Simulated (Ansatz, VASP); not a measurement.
# One calculation of Na, two programs

Contents of POSCAR:

```
Na
1.0
    3.7131701639      0.0000000000      0.0000000000
   -1.8565850820      3.2156996905      0.0000000000
    0.0000000000      0.0000000000      6.0636068777
Na
2
Direct
    0.3333333333      0.6666666667      0.2500000000
    0.6666666667      0.3333333333      0.7500000000
```

Contents of INCAR.step1:

```
SYSTEM = Na
ALGO = Normal
EDIFF = 1E-4
ENCUT = 520
GGA = PE
ISMEAR = -1
LASPH = .True.
LCHARG = .False.
LREAL = .False.
LWAVE = .True.
NBANDS = 14
NELM = 100
PREC = Accurate
SIGMA = 0.1
```

INCAR.step2

```
SYSTEM = Na
ALGO = Normal
EDIFF = 1E-7
ENCUT = 520
ISIF = 2
ISMEAR = -1
ISTART = 1
LASPH = .True.
LCHARG = .True.
LELF = .True.
LMIXTAU = .True.
LREAL = .False.
LVHAR = .True.
LWAVE = .False.
METAGGA = R2SCAN
NBANDS = 14
NELM = 100
PREC = Accurate
SIGMA = 0.1
```

The input KPOINTS:

```
k-points
0
Gamma
  11 11 6
  0 0 0
```

Input for Ansatz:

```yaml
crystal:
  lattice:
    - [3.7131701639, 0.0, 0.0]
    - [-1.856585082, 3.2156996905, 0.0]
    - [0.0, 0.0, 6.0636068777]
  atoms:
    - { symbol: Na, position: [0.3333333333, 0.6666666667, 0.25] }
    - { symbol: Na, position: [0.6666666667, 0.3333333333, 0.75] }
hamiltonian:
  xc: r2scan
  pseudopotentials:
    kind: paw
    azcp:
      Na: "pseudopotentials/Na.paw.azcp"
basis:
  ecutwfc: 500
  fft_grid_basis: typed
kpoints:
  mp_grid: { grid: [11, 11, 6], shift: [0, 0, 0] }
magnetization:
  spin_polarized: false
scf:
  occupations: { method: fermi_dirac, width: 0.1 }
  lower_state_search: "off"
output:
  stress: true
```

Alike in both runs: task single point; functional r2SCAN; k mesh 11 × 11 × 6; occupations fermi-dirac, width 0.1 eV; no spin polarisation.

|  | VASP | Ansatz |
| --- | --- | --- |
| version | VASP 6.6.1 | Ansatz 0.2.0 |
| potentials or method | VASP PAW PBE potentials, release 64 (Na_pv), cutoff 520 eV | plane waves (500 eV) with PAW, scalar-relativistic |
| valence electrons in the cell | 14 | 18 |

```tsv
	VASP	Ansatz	Ansatz less VASP
pressure (GPa)	0.3	0.4	+0.03
traceless stress, the component that is largest in VASP (GPa)	0.09	0.13	+0.036
```

VASP's potentials were made for PBE, not for r2SCAN. VASP's potentials hold 14 valence electrons a cell and Ansatz's 18, so a difference there can come from the potentials and not from the codes.
